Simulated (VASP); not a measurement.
# Ru (Pm-3m) in VASP: a series of runs

Ru is run at these levels: PBE; tasks: single point, relaxation of cell and atoms.

Everything below comes from runs of VASP 6.6.1. Logs are shortened: lines on timing, memory, paths and dates and some standing lists are left out, and cuts for length are marked.

## 1. The cell of the first run

Symmetry: Pm-3m, No. 221, cubic system. Conventional cell: a = 2.511 Å, b = 2.511 Å, c = 2.511 Å, α = 90.00°, β = 90.00°, γ = 90.00°. Within 3.3 Å of Ru (site symmetry m-3m) lie 6 Ru at 2.51 Å.

## 2. Single point, PBE, collinear spin, ferromagnetic start

The input, INCAR:

```
ALGO = Normal
EDIFF = 1E-6
ENCUT = 520
GGA = PE
ISIF = 2
ISMEAR = -1
ISPIN = 2
LASPH = True
LCHARG = False
LMAXMIX = 4
LORBIT = 11
LREAL = False
LWAVE = False
MAGMOM = 1
NBANDS = 17
NELM = 150
PREC = Accurate
SIGMA = 0.05
```

The input, KPOINTS:

```
k-points
0
Gamma
  14 14 14
```

The input, POSCAR:

```
Ru
1.0
    2.5109503120      0.0000000000      0.0000000000
    0.0000000000      2.5109503120      0.0000000000
    0.0000000000      0.0000000000      2.5109503120
Ru
1
Direct
    0.0000000000      0.0000000000      0.0000000000
```

Potentials or basis: VASP PAW PBE potentials, release 64 (Ru_pv).

Launch:

```bash
> cat potpaw_PBE.64/Ru_pv/POTCAR > POTCAR
> mpirun -np 1 vasp_std > vasp.out
```

OUTCAR:

```text
EDIFF = 1E-6
   ENCUT = 520
   GGA = PE
   ISIF = 2
   ISMEAR = -1
   ISPIN = 2
   LASPH = True
   LORBIT = 11
   LREAL = False
   NELM = 150
   PREC = Accurate

 ion  position               nearest neighbor table
   1  0.000  0.000  0.000-

  LATTYP: Found a simple cubic cell.
 ALAT       =     2.5109503120

  Lattice vectors:

 A1 = (   2.5109503120,   0.0000000000,   0.0000000000)
 A2 = (   0.0000000000,   2.5109503120,   0.0000000000)
 A3 = (   0.0000000000,   0.0000000000,   2.5109503120)

Analysis of symmetry for initial positions (statically):
=====================================================================
 Subroutine PRICEL returns:
 Original cell was already a primitive cell.

 Routine SETGRP: Setting up the symmetry group for a
 simple cubic supercell.

 Subroutine GETGRP returns: Found 48 space group operations
 (whereof 48 operations were pure point group operations)
 out of a pool of 48 trial point group operations.

The static configuration has the point symmetry O_h .

Analysis of symmetry for dynamics (positions and initial velocities):
=====================================================================
 Subroutine PRICEL returns:
 Original cell was already a primitive cell.

 Routine SETGRP: Setting up the symmetry group for a
 simple cubic supercell.

 Subroutine GETGRP returns: Found 48 space group operations
 (whereof 48 operations were pure point group operations)
 out of a pool of 48 trial point group operations.

The dynamic configuration has the point symmetry O_h .

Analysis of structural, dynamic, and magnetic symmetry:
=====================================================================
 Subroutine PRICEL returns:
 Original cell was already a primitive cell.

 Routine SETGRP: Setting up the symmetry group for a
 simple cubic supercell.

 Subroutine GETGRP returns: Found 48 space group operations
 (whereof 48 operations were pure point group operations)
 out of a pool of 48 trial point group operations.

The overall configuration has the point symmetry O_h .

 Subroutine INISYM returns: Found 48 space group operations
 (whereof 48 operations are pure point group operations),
 and found     1 'primitive' translations

----------------------------------------------------------------------------------------

                                     Primitive cell

  volume of cell :      15.8312

  direct lattice vectors                    reciprocal lattice vectors
     2.510950312  0.000000000  0.000000000     0.398255591  0.000000000  0.000000000
     0.000000000  2.510950312  0.000000000     0.000000000  0.398255591  0.000000000
     0.000000000  0.000000000  2.510950312     0.000000000  0.000000000  0.398255591

  length of vectors
     2.510950312  2.510950312  2.510950312     0.398255591  0.398255591  0.398255591

  position of ions in fractional coordinates (direct lattice)
     0.000000000  0.000000000  0.000000000

  ion indices of the primitive-cell ions
   primitive index   ion index
                 1           1

----------------------------------------------------------------------------------------

 KPOINTS: k-points

Automatic generation of k-mesh.
 Grid dimensions read from file:
 generate k-points for:   14   14   14

 Generating k-lattice:

  Cartesian coordinates                     Fractional coordinates (reciprocal lattice)
     0.028446828  0.000000000  0.000000000     0.071428571  0.000000000  0.000000000
     0.000000000  0.028446828  0.000000000     0.000000000  0.071428571  0.000000000
     0.000000000  0.000000000  0.028446828     0.000000000  0.000000000  0.071428571

  Length of vectors
     0.028446828  0.028446828  0.028446828

  Shift w.r.t. Gamma in fractional coordinates (k-lattice)
     0.000000000  0.000000000  0.000000000

 Subroutine IBZKPT returns following result:
 ===========================================

 Found    120 irreducible k-points:

 Following reciprocal coordinates:
            Coordinates               Weight
  0.000000  0.000000  0.000000      1.000000
  0.071429  0.000000  0.000000      6.000000
  0.142857  0.000000  0.000000      6.000000
  0.214286  0.000000  0.000000      6.000000
  0.285714  0.000000  0.000000      6.000000
  0.357143  0.000000  0.000000      6.000000
[... 16 lines left out ...]
  0.285714  0.214286  0.000000     24.000000
  0.357143  0.214286  0.000000     24.000000
 [... further k-points ...]
   k-points           NKPTS =    120   k-points in BZ     NKDIM =    120   number of bands    NBANDS=     17
   number of dos      NEDOS =    301   number of ions     NIONS =      1
   total plane-waves  NPLWV =   8000
   dimension x,y,z NGX =    20 NGY =   20 NGZ =   20
   dimension x,y,z NGXF=    40 NGYF=   40 NGZF=   40
   ions per type =               1
   NGX,Y,Z   is equivalent  to a cutoff of  13.24, 13.24, 13.24 a.u.
   NGXF,Y,Z  is equivalent  to a cutoff of  26.48, 26.48, 26.48 a.u.
 SYSTEM =  unknown system
   PREC   = accura    normal or accurate (medium, high low for compatibility)
   ISTART =      0    job   : 0-new  1-cont  2-samecut
   ICHARG =      2    charge: 1-file 2-atom 10-const
   ISPIN  =      2    spin polarized calculation?
   LNONCOLLINEAR =      F non collinear calculations
   LSORBIT =      F    spin-orbit coupling
   LASPH  =      T    aspherical Exc in radial PAW
   ENCUT  =  520.0 eV  38.22 Ry    6.18 a.u.   4.67  4.67  4.67*2*pi/ulx,y,z
   NELM   =    150;   NELMIN=  2; NELMDL= -5     # of ELM steps
   EDIFF  = 0.1E-05   stopping-criterion for ELM
   LREAL  =      F    real-space projection
[... 7 lines left out ...]
   TEBEG  =    0.0;   TEEND  =   0.0 temperature during run
   PSTRESS=    0.0 pullay stress
   NELECT =      14.0000    total number of electrons
   NUPDOWN=      -1.0000    fix difference up-down
   EMIN   =  10.00;   EMAX   =-10.00  energy-range for DOS
   EFERMI =   0.00;   METHOD = LEGACY
   ISMEAR =    -1;   SIGMA  =   0.05  broadening in eV -4-tet -1-fermi 0-gaus
   EFERMI_NEDOS =   21; number of points for ismear=-14 and -15
   IALGO  =     38    algorithm
   IMIX   =      4    mixing-type and parameters
     AMIX     =   0.40;   BMIX     =  1.00
     AMIX_MAG =   1.60;   BMIX_MAG =  1.00
  volume/ion in A,a.u.               =      15.83       106.83
  Fermi-wavevector in a.u.,A,eV,Ry     =   1.571373  2.969465 33.595700  2.469214
  Thomas-Fermi vector in A             =   2.672967
   LORBIT       =     11    0 simple, 1 ext, 2 COOP (PROOUT), +10 PAW based schemes
   GGA     = PE    functional components
   LHFCALC =     F    Hartree Fock is set to
   AEXX    =    0.0000 exact exchange contribution
   IVDW    =     0    specifies the selected vdW correction
   LEPSILON=     F    determine dielectric tensor
   LRPA    =     F    only Hartree local field effects (RPA)
 spin polarized calculation
  energy-cutoff  :      520.00
  volume of cell :       15.83
 maximum number of plane-waves:       449
 NGX is ok and might be reduce to    20
   NGX =  9   NGY =  9   NGZ =  9

 number of electron      13.9999997 magnetization      -0.0055067

 number of electron      13.9999997 magnetization       0.0003302

 Free energy of the ion-electron system (eV)
  ---------------------------------------------------
  ext. energy  EPLUGINS =         0.00000000
  ---------------------------------------------------
  free energy    TOTEN  =        -8.10233828 eV

  energy without entropy =       -8.08866987  energy(sigma->0) =       -8.09550407

 E-fermi :  10.4906     XC(G=0): -13.0221

 val. band max:       10.4808399570   @ k =   0.5000   0.2143   0.2143
 cond. band min:      10.4916167642   @ k =   0.2143   0.2143   0.1429
 fundamental gap:      0.0107768072
 Fermi energy:        10.4906277389

 spin component 1

 k-point     1 :       0.0000    0.0000    0.0000
  band No.  band energies     occupation
      1     -31.9003      1.00000
      2     -31.9003      1.00000
      3     -31.9003      1.00000
      4       3.3720      1.00000
      5       5.1840      1.00000
      6       5.1840      1.00000
[... 9 lines left out ...]
     16      34.9838      0.00000
     17      39.0815      0.00000

 k-point     2 :       0.0714    0.0000    0.0000
  band No.  band energies     occupation
      1     -31.9548      1.00000
      2     -31.8957      1.00000
      3     -31.8957      1.00000
      4       3.5272      1.00000
      5       5.2181      1.00000
      6       5.3422      1.00000
[... 9 lines left out ...]
     16      36.1131      0.00000
     17      39.2406      0.00000
[... 421 lines left out ...]
 k-point    24 :       0.3571    0.2143    0.0000
  band No.  band energies     occupation
      1     -32.7084      1.00000
      2     -32.2295      1.00000
      3     -31.7897      1.00000
      4       5.9820      1.00000
      5       6.6470      1.00000
      6       8.2228      1.00000
[... 9 lines left out ...]
     16      39.6044      0.00000
     17      39.6385      0.00000

 [... further k-points ...]

 spin component 2

 k-point     1 :       0.0000    0.0000    0.0000
  band No.  band energies     occupation
      1     -31.9001      1.00000
      2     -31.9001      1.00000
      3     -31.9001      1.00000
      4       3.3721      1.00000
      5       5.1843      1.00000
      6       5.1843      1.00000
[... 9 lines left out ...]
     16      34.9836      0.00000
     17      39.0817      0.00000

 k-point     2 :       0.0714    0.0000    0.0000
  band No.  band energies     occupation
      1     -31.9546      1.00000
      2     -31.8955      1.00000
      3     -31.8955      1.00000
      4       3.5273      1.00000
      5       5.2184      1.00000
      6       5.3425      1.00000
[... 9 lines left out ...]
     16      36.1131      0.00000
     17      39.2409      0.00000
[... 421 lines left out ...]
 k-point    24 :       0.3571    0.2143    0.0000
  band No.  band energies     occupation
      1     -32.7082      1.00000
      2     -32.2293      1.00000
      3     -31.7896      1.00000
      4       5.9823      1.00000
      5       6.6471      1.00000
      6       8.2231      1.00000
[... 9 lines left out ...]
     16      39.6045      0.00000
     17      39.6387      0.00000

 [... further k-points ...]

------------------------ aborting loop because EDIFF is reached ----------------------------------------

  FORCE on cell =-STRESS in cart. coord.  units (eV):
  Direction    XX          YY          ZZ          XY          YZ          ZX
  --------------------------------------------------------------------------------------
  -------------------------------------------------------------------------------------
  Total        0.0235085      0.0235085      0.0235085      0.0000000     -0.0000000     -0.0000000
  in kB        2.3791463      2.3791463      2.3791463      0.0000000     -0.0000000     -0.0000000
  external PRESSURE =       2.3791463 kB  Pullay stress =       0.0000000 kB

 VOLUME and BASIS-vectors are now :
 -----------------------------------------------------------------------------
  energy-cutoff  :      520.00
  volume of cell :       15.83
      direct lattice vectors                 reciprocal lattice vectors
     2.510950312  0.000000000  0.000000000     0.398255591  0.000000000  0.000000000
     0.000000000  2.510950312  0.000000000     0.000000000  0.398255591  0.000000000
     0.000000000  0.000000000  2.510950312     0.000000000  0.000000000  0.398255591

 POSITION                                       TOTAL-FORCE (eV/Angst)
 -----------------------------------------------------------------------------------
      0.00000      0.00000      0.00000         0.000000      0.000000      0.000000
 -----------------------------------------------------------------------------------
    total drift:                                0.000000      0.000000      0.000000

  FREE ENERGIE OF THE ION-ELECTRON SYSTEM (eV)
  ---------------------------------------------------
  free  energy   TOTEN  =        -8.1023382792 eV

  energy  without entropy=       -8.0886698653  energy(sigma->0) =       -8.09550407

 total charge

# of ion       s       p       d       tot
------------------------------------------
    1        0.394   6.204   6.076  12.675

 magnetization (x)

# of ion       s       p       d       tot
------------------------------------------
    1        0.000   0.000   0.000   0.000
```

Wall time 21 s (1 thread of Intel Xeon 6975P-C (Granite Rapids), shared host); peak memory 0.17 GiB.

What came out:

```yaml
Free_energy: -8.1023 eV
Pressure: 0.2 GPa
Band_gap_on_the_k_mesh: zero (filled and empty bands overlap)
Net_moment: 0.00 μB per cell
Valence_electrons_inside_the_program's_atomic_spheres: Ru 12.68
```

Levels at points of the mesh, in eV from the Fermi level:
Spin up:
```
           k point  band 5  band 6  band 7  band 8  band 9  band 10
(0.00, 0.00, 0.00)   -5.31   -5.31    1.62    1.62    1.62    10.95
(0.50, 0.00, 0.00)   -4.42   -0.98   -0.98   -0.23    1.87     7.34
(0.50, 0.50, 0.00)   -3.57   -0.47   -0.47    3.52    5.68     5.68
(0.50, 0.50, 0.50)   -4.68   -4.68    3.69    3.69    9.18    10.95
```
Spin down:
```csv
k point,band 4,band 5,band 6,band 7,band 8,band 9,band 10,band 11
"(0.00, 0.00, 0.00)",-7.12,-5.31,-5.31,1.62,1.62,1.62,10.95,16.65
"(0.50, 0.00, 0.00)",-4.56,-4.42,-0.98,-0.98,-0.23,1.88,7.34,10.96
"(0.50, 0.50, 0.00)",-6.03,-3.57,-0.47,-0.47,3.52,5.68,5.68,10.95
"(0.50, 0.50, 0.50)",-4.68,-4.68,-4.68,3.69,3.69,9.18,10.95,12.64
```

(Part 1 of 2 ends here.)
